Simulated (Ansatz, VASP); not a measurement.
**Two plane-wave programs on PtS2**

```
CELL_PARAMETERS angstrom
3.53787 0.00000 0.00000
-1.76893 3.06388 0.00000
0.00000 0.00000 10.68459
ATOMIC_POSITIONS crystal
Pt 0.33333 0.66667 0.62516
Pt 0.66667 0.33333 0.12516
S 0.66667 0.33333 0.74064
S 0.33333 0.66667 0.24064
S 0.00000 0.00000 0.00920
S 0.00000 0.00000 0.50920
```

Alike in both runs: task single point; functional r2SCAN; dispersion rVV10; k mesh 12 × 12 × 4; occupations fermi-dirac, width 0.03 eV; no spin polarisation.

|  | VASP | Ansatz |
| --- | --- | --- |
| version | VASP 6.6.1 | Ansatz 0.2.0 |
| potentials or method | VASP PAW PBE potentials, release 64 (Pt, S) | plane waves, PAW |
| plane-wave cutoff (eV) | 520 | 500 |
| valence electrons in the cell | 44 | 60 |

|  | VASP | Ansatz | Ansatz less VASP |
| --- | --- | --- | --- |
| pressure (GPa) | 0.2 | 0.0 | -0.18 |
| traceless stress, the component that is largest in VASP (GPa) | -0.08 | 0.02 | +0.101 |
| rms of the force components (eV/Å) | 0.007 | 0.001 | -0.0066 |

VASP's potentials were made for PBE, not for r2SCAN. Atom by atom the forces differ by 0.007 eV/Å (rms over components). VASP's potentials hold 44 valence electrons a cell and Ansatz's 60, so a difference there can come from the potentials and not from the codes.

Spin-orbit coupling is off throughout.
